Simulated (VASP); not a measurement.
**TaN: single point with r2SCAN+D4**

TaN:

```
Ta N
1.0
     0.00000    2.19408    2.19408
     2.19408    0.00000    2.19408
     2.19408    2.19408    0.00000
Ta N
1 1
Direct
  0.50000 0.50000 0.50000
  0.00000 0.00000 0.00000
```

| Quantity | Value |
| --- | --- |
| Program | VASP 6.6.1 |
| Task | single point |
| Functional | r2SCAN |
| Dispersion | D4 |
| Potentials or basis | VASP PAW PBE potentials, release 64 (Ta_pv, N) |
| Cutoff | 520 eV |
| k mesh | 10 × 10 × 10 |
| Occupations | methfessel-paxton, width 0.05 eV |
| Spin | no spin polarisation |
| Dipole correction | no |
| Further INCAR settings | ALGO = Normal; EDIFF = 1e-07; NBANDS = 15 |

```
Pressure                   : 2.0 GPa
Band gap on the k mesh     : zero (bands 8 and 9 overlap by 4.13 eV)
Dispersion energy per atom : -0.115 eV
```

Levels at points of the mesh, in eV from the Fermi level:
| k point | band 5 | band 6 | band 7 | band 8 | band 9 | band 10 | band 11 | band 12 |
| --- | --- | --- | --- | --- | --- | --- | --- | --- |
| (0.00, 0.00, 0.00) | -4.20 | -4.20 | -4.20 | -2.24 | -2.24 | -2.24 | 0.07 | 0.07 |
| (0.50, 0.00, 0.00) | -10.94 | -8.09 | -8.09 | 1.89 | 1.89 | 2.04 | 4.05 | 7.84 |
| (0.50, 0.50, 0.00) | -7.15 | -5.72 | -5.06 | -5.06 | 2.17 | 3.52 | 3.52 | 4.73 |

Wall time 37 s on 1 thread of Intel Xeon 8259CL, with other jobs on the host, peak memory 0.15 GiB.

Caveat: the PAW data sets were made with another functional, which shifts forces and pressure a little; spin-orbit coupling is left out, which moves the levels of the heavy elements.
